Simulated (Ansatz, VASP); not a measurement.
**ZnCu in VASP and in Ansatz**

```xyz
2
Lattice="1.4880 -2.1213 0.0000 1.4880 2.1213 0.0000 0.0000 0.0000 4.1407" Properties=species:S:1:pos:R:3 pbc="T T T"
Zn    1.4880    0.0000    2.0704
Cu    0.0000    0.0000    0.0000
```

Alike in both runs: task single point; functional PBE; k mesh 22 × 22 × 14; occupations gaussian, width 0.15 eV; no spin polarisation.

|  | VASP | Ansatz |
| --- | --- | --- |
| version | VASP 6.6.1 | Ansatz 0.2.0 |
| potentials or method | VASP PAW PBE potentials, release 64 (Zn, Cu), cutoff 520 eV | scalar-relativistic, plane waves, PAW |
| valence electrons in the cell | 23 | 31 |

Ansatz gave:

| Quantity | Value |
| --- | --- |
| gap on the k mesh at the Fermi level (eV) | none |
| pressure (GPa) | 0.2 |
| traceless stress, the component that is largest in VASP (GPa) | 0.97 |

Problem. What did VASP give for the same quantities?

Solution. gap on the k mesh at the Fermi level (eV): none; pressure (GPa): 1.1; traceless stress, the component that is largest in VASP (GPa): 0.97.

A gap of «none» marks a metal or a gap that the smearing closes. VASP's potentials hold 23 valence electrons a cell and Ansatz's 31, so a difference there can come from the potentials and not from the codes.
